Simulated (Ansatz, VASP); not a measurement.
**Two plane-wave programs on LiF**

POSCAR

```
LiF
1.0
    2.3547703600      0.0000000000      0.0000000000
    0.0000000000      2.3547703600      0.0000000000
    0.0000000000      0.0000000000      2.6619143200
Li F
1 1
Direct
    0.0000000000      0.0000000000      0.0000000000
    0.5000000000      0.5000000000      0.5000000000
```

Contents of INCAR.step1:

```
PREC     = Accurate       # precision mode
ENCUT    = 520            # plane-wave cutoff, eV
ISMEAR   = 0              # smearing method
SIGMA    = 0.05           # smearing width, eV
LREAL    = False          # projectors in reciprocal space
LASPH    = True           # aspherical terms in the spheres
NELM     = 80             # most SCF steps
NBANDS   = 12             # bands
GGA      = PE             # functional
ALGO     = Normal         # electronic algorithm
EDIFF    = 1E-4           # SCF threshold, eV
LWAVE    = True           # write WAVECAR
LCHARG   = False          # write CHGCAR
```

Contents of INCAR.step2:

```
PREC     = Accurate       # precision mode
ENCUT    = 520            # plane-wave cutoff, eV
EDIFF    = 1E-7           # SCF threshold, eV
ISMEAR   = 0              # smearing method
SIGMA    = 0.05           # smearing width, eV
LREAL    = False          # projectors in reciprocal space
LASPH    = True           # aspherical terms in the spheres
NELM     = 80             # most SCF steps
ALGO     = Normal         # electronic algorithm
ISIF     = 2              # what is computed and relaxed
LWAVE    = False          # write WAVECAR
LCHARG   = False          # write CHGCAR
METAGGA  = R2SCAN         # meta-GGA
LMIXTAU  = True         
NBANDS   = 12             # bands
ISTART   = 1
```

File KPOINTS:

```
regular mesh
0
Gamma
  10 10 10
```

Input for Ansatz:

```yaml
crystal:
  lattice:
    - [2.35477036, 0.0, 0.0]
    - [0.0, 2.35477036, 0.0]
    - [0.0, 0.0, 2.66191432]
  atoms:
    - { symbol: Li, position: [0.0, 0.0, 0.0] }
    - { symbol: F, position: [0.5, 0.5, 0.5] }
basis:
  ecutwfc: 500
kpoints:
  mp_grid: { grid: [10, 10, 10] }
hamiltonian:
  xc: r2scan
scf:
  occupations: { method: gaussian, width: 0.05 }
output:
  forces: true
  stress: true
  eigenvalues: true
```

Change from the starting cell: strain -0.080 along x and y, +0.040 along z, atoms carried along.

Alike in both runs: task single point; functional r2SCAN; k mesh 10 × 10 × 10; occupations gaussian, width 0.05 eV; no spin polarisation.

|  | VASP | Ansatz |
| --- | --- | --- |
| version | VASP 6.6.1 | Ansatz 0.2.0 |
| potentials or method | VASP PAW PBE potentials, release 64 (Li_sv, F), cutoff 520 eV | scalar-relativistic, plane waves, PAW |
| valence electrons in the cell | 10 | 10 |

|  | VASP | Ansatz | Ansatz less VASP |
| --- | --- | --- | --- |
| gap on the k mesh at the Fermi level (eV) | 9.25 | 8.95 | -0.295 |
| least direct gap on the mesh (eV) | 9.93 | 9.63 | -0.300 |

VASP's potentials were made for PBE, not for r2SCAN.

Noted on VASP's run: the cutoff is short for stress, so the pressure is rough.
